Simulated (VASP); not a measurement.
Wanted: the native input for a VASP 6.6.1 run.

```yaml
Task: single point
Functional: PBE
Potentials_or_basis: VASP PAW PBE potentials, release 64 (Mg, S)
Cutoff: 520 eV
k_mesh: 6 × 6 × 4
Occupations: gaussian, width 0.1 eV
Spin: no spin polarisation
Dipole_correction: no
Further_INCAR_settings: ALGO = Normal; EDIFF = 1e-06; NBANDS = 11
```

The structure of MgS lies in POSCAR:

```
MgS
1.0
    5.6086372125      0.0000000000      0.0000000000
   -2.8043186063      4.8572223067      0.0000000000
    0.0000000000      0.0000000000      4.4496121493
Mg S
1 1
Direct
    0.0000000000      0.0000000000      0.0000000000
    0.0000000000      0.0000000000      0.5000000000
```

The input as run:

INCAR

```
  ALGO = Normal
  EDIFF = 1E-6
  ENCUT = 520
  GGA = PE
  ISIF = 2
  ISMEAR = 0
  LASPH = True
  LCHARG = True
  LELF = True
  LREAL = False
  LVHAR = True
  LWAVE = False
  NBANDS = 11
  NELM = 80
  PREC = Accurate
  SIGMA = 0.1
```

KPOINTS

```
k-points
0
Gamma
  6 6 4
```

Potentials or basis: VASP PAW PBE potentials, release 64 (Mg, S).

Launch:

```sh
$ cat potpaw_PBE.64/Mg/POTCAR potpaw_PBE.64/S/POTCAR > POTCAR
$ mpirun -np 1 vasp_std > vasp.out
```

It gave:

The pressure is 0.1 GPa and the band gap on the k mesh is 2.06 eV, indirect (least direct gap 2.32 eV).

Wall time 27 s on 1 thread of Intel Xeon 6975P-C (shared host), peak memory 0.24 GiB.
